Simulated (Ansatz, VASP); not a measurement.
**One calculation of SnSe, two programs**

INCAR

```
SYSTEM = SnSe
  PREC = Accurate
  ENCUT = 500
  EDIFF = 1E-6
  ISMEAR = -1
  SIGMA = 0.02
  LREAL = .FALSE.
  LASPH = .TRUE.
  NELM = 120
  ALGO = Normal
  ISIF = 2
  LWAVE = .FALSE.
  LCHARG = .TRUE.
  GGA = PE
  IVDW = 13
  LELF = .TRUE.
  LVHAR = .TRUE.
  NBANDS = 17
  GGA_COMPAT = .FALSE.
```

The input KPOINTS:

```
regular mesh
0
G
  4 4 4
  0 0 0
```

File POSCAR:

```
SnSe
1.0
    0.0000000000      3.3639842963      3.3639842963
    3.3639842963      0.0000000000      3.3639842963
    3.3639842963      3.3639842963      0.0000000000
Sn Se
1 1
Direct
    0.0000000000      0.0000000000      0.0000000000
    0.2500000000      0.2500000000      0.2500000000
```

Input for Ansatz:

```yaml
crystal:
  lattice:
    - [0.0, 3.3639842963, 3.3639842963]
    - [3.3639842963, 0.0, 3.3639842963]
    - [3.3639842963, 3.3639842963, 0.0]
  atoms:
    - { symbol: Sn, position: [0.0, 0.0, 0.0] }
    - { symbol: Se, position: [0.25, 0.25, 0.25] }
kpoints:
  mp_grid: { grid: [4, 4, 4] }
hamiltonian:
  xc: pbe
  dispersion: d4
scf:
  occupations: { method: fermi_dirac, width: 0.02 }
  n_extra_bands: 4
output:
  forces: true
  stress: true
  eigenvalues: true
```

Alike in both runs: task single point; functional PBE; dispersion D4; k mesh 4 × 4 × 4; occupations fermi-dirac, width 0.02 eV; no spin polarisation.

|  | VASP | Ansatz |
| --- | --- | --- |
| version | VASP 6.6.1 | Ansatz 0.2.0 |
| potentials or method | VASP PAW PBE potentials, release 64 (Sn_d, Se) | plane waves |
| plane-wave cutoff (eV) | 500 | 420 |
| valence electrons in the cell | 20 | 30 |

```tsv
	VASP	Ansatz	Ansatz less VASP
pressure (GPa)	-1.1	-1.1	0.00
```

VASP's potentials hold 20 valence electrons a cell and Ansatz's 30, so a difference there can come from the potentials and not from the codes.

The k mesh is coarse, so the values compare programs but aren't converged.
